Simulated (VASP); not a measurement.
# MgO (R-3m) in VASP: single point with r2SCAN

Aim: the single point of MgO with r2SCAN.

All numbers are computed with VASP 6.6.1; they aren't measurements. Logs are shortened: lines on timing, memory, paths and dates and some standing lists are left out, and cuts for length are marked.

## (1) The cell of the first run

It takes space group R-3m (No. 166, trigonal). Conventional cell: a = 3.777 Å, b = 3.777 Å, c = 4.299 Å, α = 90.00°, β = 90.00°, γ = 120.00°. Within 2.8 Å of Mg (site symmetry -3m) lie 8 O at 2.15 to 2.30 Å and 6 Mg at 2.61 Å. O (site symmetry -3m) has 8 Mg at 2.15 to 2.30 Å and 6 O at 2.61 Å within 2.8 Å.

## (2) Single point, r2SCAN (epitaxial 111 strain +1.8%)

File POSCAR:

```
MgO
1.0
    2.6079589253     -0.0628728224     -0.0628728224
   -0.0628728224      2.6079589253     -0.0628728224
   -0.0628728224     -0.0628728224      2.6079589253
Mg O
1 1
Direct
    0.0000000000      0.0000000000      0.0000000000
    0.5000000000      0.5000000000      0.5000000000
```

File INCAR.step1:

```
SYSTEM = MgO
PREC = Accurate
ENCUT = 920
ISMEAR = 0
SIGMA = 0.01
LREAL = .FALSE.
LASPH = .TRUE.
NELM = 120
NBANDS = 15
GGA = PE
ALGO = Normal
EDIFF = 1E-5
LWAVE = .TRUE.
LCHARG = .FALSE.
GGA_COMPAT = .FALSE.
```

File INCAR.step2:

```
SYSTEM = MgO
PREC = Accurate
ENCUT = 920
EDIFF = 1E-6
ISMEAR = 0
SIGMA = 0.01
LREAL = .FALSE.
LASPH = .TRUE.
NELM = 120
ALGO = Normal
ISIF = 2
LWAVE = .FALSE.
LCHARG = .TRUE.
METAGGA = R2SCAN
LMIXTAU = .TRUE.
LELF = .TRUE.
LVHAR = .TRUE.
NBANDS = 15
ISTART = 1
GGA_COMPAT = .FALSE.
```

File KPOINTS:

```
Automatic mesh
0
G
  10 10 10
  0 0 0
```

Potentials or basis: VASP PAW PBE potentials, release 64 (Mg_sv, O).

Run with:

```console
cat potpaw_PBE.64/Mg_sv/POTCAR potpaw_PBE.64/O/POTCAR > POTCAR
cp INCAR.step1 INCAR
mpirun -np 1 vasp_std > vasp.out
cp INCAR.step2 INCAR
mpirun -np 1 vasp_std > vasp.out
```

OUTCAR:

```text
SYSTEM = MgO
   PREC = Accurate
   ENCUT = 920
   EDIFF = 1E-6
   ISMEAR = 0
   LREAL = .FALSE.
   LASPH = .TRUE.
   NELM = 120
   ISIF = 2
   METAGGA = R2SCAN
   ISTART = 1

 ion  position               nearest neighbor table
   1  0.000  0.000  0.000-
   2  0.500  0.500  0.500-

  LATTYP: Found a trigonal (rhomboedric) cell.
 ALAT       =     2.6094742267
 COS(alpha) =    -0.0475796092

  Lattice vectors:

 A1 = (   2.6079589253,  -0.0628728224,  -0.0628728224)
 A2 = (  -0.0628728224,   2.6079589253,  -0.0628728224)
 A3 = (  -0.0628728224,  -0.0628728224,   2.6079589253)

Analysis of symmetry for initial positions (statically):
=====================================================================
 Subroutine PRICEL returns:
 Original cell was already a primitive cell.

 Routine SETGRP: Setting up the symmetry group for a
 trigonal (rhombohedral) supercell.

 Subroutine GETGRP returns: Found 12 space group operations
 (whereof 12 operations were pure point group operations)
 out of a pool of 12 trial point group operations.

The static configuration has the point symmetry D_3d.

Analysis of symmetry for dynamics (positions and initial velocities):
=====================================================================
 Subroutine PRICEL returns:
 Original cell was already a primitive cell.

 Routine SETGRP: Setting up the symmetry group for a
 trigonal (rhombohedral) supercell.

 Subroutine GETGRP returns: Found 12 space group operations
 (whereof 12 operations were pure point group operations)
 out of a pool of 12 trial point group operations.

The dynamic configuration has the point symmetry D_3d.

 Subroutine INISYM returns: Found 12 space group operations
 (whereof 12 operations are pure point group operations),
 and found     1 'primitive' translations

----------------------------------------------------------------------------------------

                                     Primitive cell

  volume of cell :      17.7065

  direct lattice vectors                    reciprocal lattice vectors
     2.607958925 -0.062872822 -0.062872822     0.383898888  0.009483690  0.009483690
    -0.062872822  2.607958925 -0.062872822     0.009483690  0.383898888  0.009483690
    -0.062872822 -0.062872822  2.607958925     0.009483690  0.009483690  0.383898888

  length of vectors
     2.609474227  2.609474227  2.609474227     0.384133098  0.384133098  0.384133098

  position of ions in fractional coordinates (direct lattice)
     0.000000000  0.000000000  0.000000000
     0.500000000  0.500000000  0.500000000

  ion indices of the primitive-cell ions
   primitive index   ion index
                 1           1
                 2           2

----------------------------------------------------------------------------------------

 KPOINTS: Automatic mesh

Automatic generation of k-mesh.
 Grid dimensions read from file:
 generate k-points for:   10   10   10

 Generating k-lattice:

  Cartesian coordinates                     Fractional coordinates (reciprocal lattice)
     0.038389889  0.000948369  0.000948369     0.100000000 -0.000000000 -0.000000000
     0.000948369  0.038389889  0.000948369    -0.000000000  0.100000000 -0.000000000
     0.000948369  0.000948369  0.038389889    -0.000000000 -0.000000000  0.100000000

  Length of vectors
     0.038413310  0.038413310  0.038413310

  Shift w.r.t. Gamma in fractional coordinates (k-lattice)
     0.000000000  0.000000000  0.000000000

 Subroutine IBZKPT returns following result:
 ===========================================

 Found    116 irreducible k-points:

 Following reciprocal coordinates:
            Coordinates               Weight
  0.000000  0.000000  0.000000      1.000000
  0.100000  0.000000  0.000000      6.000000
  0.200000  0.000000  0.000000      6.000000
  0.300000 -0.000000  0.000000      6.000000
  0.400000  0.000000  0.000000      6.000000
  0.500000  0.000000  0.000000      3.000000
[... 16 lines left out ...]
  0.300000  0.300000 -0.000000      6.000000
  0.400000  0.300000  0.000000     12.000000
 [... further k-points ...]
   k-points           NKPTS =    116   k-points in BZ     NKDIM =    116   number of bands    NBANDS=     15
   number of dos      NEDOS =    301   number of ions     NIONS =      2
   total plane-waves  NPLWV =  21952
   dimension x,y,z NGX =    28 NGY =   28 NGZ =   28
   dimension x,y,z NGXF=    56 NGYF=   56 NGZF=   56
   ions per type =               1   1
   NGX,Y,Z   is equivalent  to a cutoff of  17.84, 17.84, 17.84 a.u.
   NGXF,Y,Z  is equivalent  to a cutoff of  35.68, 35.68, 35.68 a.u.
 SYSTEM =  MgO
   PREC   = accura    normal or accurate (medium, high low for compatibility)
   ISTART =      1    job   : 0-new  1-cont  2-samecut
   ICHARG =      0    charge: 1-file 2-atom 10-const
   ISPIN  =      1    spin polarized calculation?
   LNONCOLLINEAR =      F non collinear calculations
   LSORBIT =      F    spin-orbit coupling
   LASPH  =      T    aspherical Exc in radial PAW
   ENCUT  =  920.0 eV  67.62 Ry    8.22 a.u.   6.45  6.45  6.45*2*pi/ulx,y,z
   NELM   =    120;   NELMIN=  2; NELMDL=  0     # of ELM steps
   EDIFF  = 0.1E-05   stopping-criterion for ELM
   LREAL  =      F    real-space projection
   EDIFFG = 0.1E-04   stopping-criterion for IOM
   NSW    =      0    number of steps for IOM
   IBRION =     -1    ionic relax: 0-MD 1-quasi-New 2-CG
   NFREE  =      0    steps in history (QN), initial steepest desc. (CG)
   ISIF   =      2    stress and relaxation
   ISYM   =      2    0-nonsym 1-usesym 2-fastsym
   POTIM  = 0.5000    time-step for ionic-motion
   TEBEG  =    0.0;   TEEND  =   0.0 temperature during run
   PSTRESS=    0.0 pullay stress
   NELECT =      16.0000    total number of electrons
   NUPDOWN=      -1.0000    fix difference up-down
   EMIN   =  10.00;   EMAX   =-10.00  energy-range for DOS
   EFERMI =   0.00;   METHOD = LEGACY
   ISMEAR =     0;   SIGMA  =   0.01  broadening in eV -4-tet -1-fermi 0-gaus
   EFERMI_NEDOS =   21; number of points for ismear=-14 and -15
   IALGO  =     38    algorithm
   IMIX   =      4    mixing-type and parameters
     AMIX     =   0.40;   BMIX     =  1.00
     AMIX_MAG =   1.60;   BMIX_MAG =  1.00
  volume/ion in A,a.u.               =       8.85        59.74
  Fermi-wavevector in a.u.,A,eV,Ry     =   1.582720  2.990907 34.082632  2.505003
  Thomas-Fermi vector in A             =   2.682600
   LORBIT       =      0    0 simple, 1 ext, 2 COOP (PROOUT), +10 PAW based schemes
   METAGGA = R2SCAN    functional components
   LHFCALC =     F    Hartree Fock is set to
   AEXX    =    0.0000 exact exchange contribution
   IVDW    =     0    specifies the selected vdW correction
   LEPSILON=     F    determine dielectric tensor
   LRPA    =     F    only Hartree local field effects (RPA)
 non-spin polarized calculation
 Gauss-broadening in eV      SIGMA  =   0.01
  energy-cutoff  :      920.00
  volume of cell :       17.71
 maximum number of plane-waves:      1147
 NGX is ok and might be reduce to    28
   NGX = 13   NGY = 13   NGZ = 13

 number of electron      15.9999988 magnetization

 Free energy of the ion-electron system (eV)
  ---------------------------------------------------
  ext. energy  EPLUGINS =         0.00000000
  ---------------------------------------------------
  free energy    TOTEN  =       -14.55333541 eV

  energy without entropy =      -14.55333541  energy(sigma->0) =      -14.55333541

 E-fermi :   4.7723     XC(G=0): -12.4534

 val. band max:        4.6588826870   @ k =   0.5000   0.5000   0.0000
 cond. band min:       8.4113073915   @ k =   0.0000   0.0000   0.0000
 fundamental gap:      3.7524247045
 Fermi energy:         4.7723034219

 k-point     1 :       0.0000    0.0000    0.0000
  band No.  band energies     occupation
      1     -72.8425      2.00000
      2     -37.9069      2.00000
      3     -37.9069      2.00000
      4     -37.8650      2.00000
      5     -15.0096      2.00000
      6       3.3456      2.00000
      7       3.7556      2.00000
      8       3.7556      2.00000
      9       8.4113      0.00000
     10      16.2873      0.00000
     11      16.2873      0.00000
     12      26.5465      0.00000
     13      26.5465      0.00000
     14      28.2436      0.00000
     15      33.6007      0.00000

 k-point     2 :       0.1000    0.0000    0.0000
  band No.  band energies     occupation
      1     -72.8411      2.00000
      2     -37.9166      2.00000
      3     -37.9057      2.00000
      4     -37.8675      2.00000
      5     -14.9048      2.00000
      6       2.7576      2.00000
      7       3.5656      2.00000
      8       3.7983      2.00000
      9       8.9946      0.00000
     10      16.5097      0.00000
     11      16.5336      0.00000
     12      26.3768      0.00000
     13      26.5804      0.00000
     14      28.0672      0.00000
     15      32.2138      0.00000

 k-point     3 :       0.2000    0.0000    0.0000
  band No.  band energies     occupation
      1     -72.8377      2.00000
      2     -37.9474      2.00000
      3     -37.9027      2.00000
      4     -37.8687      2.00000
      5     -14.6160      2.00000
      6       1.1596      2.00000
      7       3.6319      2.00000
      8       3.9126      2.00000
      9      10.1056      0.00000
     10      16.8841      0.00000
     11      17.1719      0.00000
     12      25.8372      0.00000
     13      26.3888      0.00000
     14      28.2569      0.00000
     15      30.0870      0.00000
[... 343 lines left out ...]
 k-point    23 :       0.3000    0.3000   -0.0000
  band No.  band energies     occupation
      1     -72.8246      2.00000
      2     -37.9870      2.00000
      3     -37.9633      2.00000
      4     -37.8715      2.00000
      5     -13.5517      2.00000
      6       0.0443      2.00000
      7       0.7334      2.00000
      8       4.2459      2.00000
      9      13.2013      0.00000
     10      15.8703      0.00000
     11      17.8523      0.00000
     12      23.6999      0.00000
     13      26.0165      0.00000
     14      26.9624      0.00000
     15      27.9938      0.00000

 k-point    24 :       0.4000    0.3000    0.0000
  band No.  band energies     occupation
      1     -72.8213      2.00000
      2     -38.0121      2.00000
      3     -37.9651      2.00000
      4     -37.8690      2.00000
      5     -13.2807      2.00000
      6      -0.6310      2.00000
      7       0.8342      2.00000
      8       4.3875      2.00000
      9      12.9856      0.00000
     10      15.8004      0.00000
     11      18.0334      0.00000
     12      22.6005      0.00000
     13      25.4312      0.00000
     14      26.7297      0.00000
     15      29.6761      0.00000

 [... further k-points ...]

------------------------ aborting loop because EDIFF is reached ----------------------------------------

  FORCE on cell =-STRESS in cart. coord.  units (eV):
  Direction    XX          YY          ZZ          XY          YZ          ZX
  --------------------------------------------------------------------------------------
  -------------------------------------------------------------------------------------
  Total        0.4838565      0.4838565      0.4838565     -0.2085291     -0.2085291     -0.2085291
  in kB       43.7819387     43.7819387     43.7819387    -18.8688352    -18.8688352    -18.8688352
  external PRESSURE =      43.7819387 kB  Pullay stress =       0.0000000 kB

 VOLUME and BASIS-vectors are now :
 -----------------------------------------------------------------------------
  energy-cutoff  :      920.00
  volume of cell :       17.71
      direct lattice vectors                 reciprocal lattice vectors
     2.607958925 -0.062872822 -0.062872822     0.383898888  0.009483690  0.009483690
    -0.062872822  2.607958925 -0.062872822     0.009483690  0.383898888  0.009483690
    -0.062872822 -0.062872822  2.607958925     0.009483690  0.009483690  0.383898888

 POSITION                                       TOTAL-FORCE (eV/Angst)
 -----------------------------------------------------------------------------------
      0.00000      0.00000      0.00000         0.000000      0.000000      0.000000
      1.24111      1.24111      1.24111        -0.000000     -0.000000     -0.000000
 -----------------------------------------------------------------------------------
    total drift:                               -0.000000      0.000000      0.000000

  FREE ENERGIE OF THE ION-ELECTRON SYSTEM (eV)
  ---------------------------------------------------
  free  energy   TOTEN  =       -14.5533354149 eV

  energy  without entropy=      -14.5533354149  energy(sigma->0) =      -14.55333541
```

Run time: 3.2 min. Hardware: 1 thread of Intel Xeon Platinum 8275CL at 3.00GHz (Skylake/Cascade Lake), shared host; peak memory 0.21 GiB.

Results:

```yaml
Free_energy: -14.5533 eV
Pressure: 4.4 GPa
Band_gap_on_the_k_mesh: 3.75 eV (least direct gap 4.66 eV)
```

Levels at points of the mesh, in eV from the valence-band top:
| k point | band 6 | band 7 | band 8 | band 9 | band 10 | band 11 |
| --- | --- | --- | --- | --- | --- | --- |
| (0.00, 0.00, 0.00) | -1.31 | -0.90 | -0.90 | 3.75 | 11.63 | 11.63 |
| (0.50, 0.00, 0.00) | -6.66 | -0.76 | -0.43 | 8.26 | 10.97 | 16.10 |
| (0.50, 0.50, 0.00) | -5.05 | -4.72 | 0.00 | 6.13 | 13.38 | 14.26 |
| (0.50, 0.50, 0.50) | -3.92 | -3.92 | -3.70 | 8.13 | 8.13 | 9.80 |

Caveat: the cell differs from its parent crystal (epitaxial 111 strain +1.8%); the cell stands under pressure; the structure was generated, so it needn't be the stable form of MgO; the PAW data sets were made with another functional, which shifts forces and pressure a little.
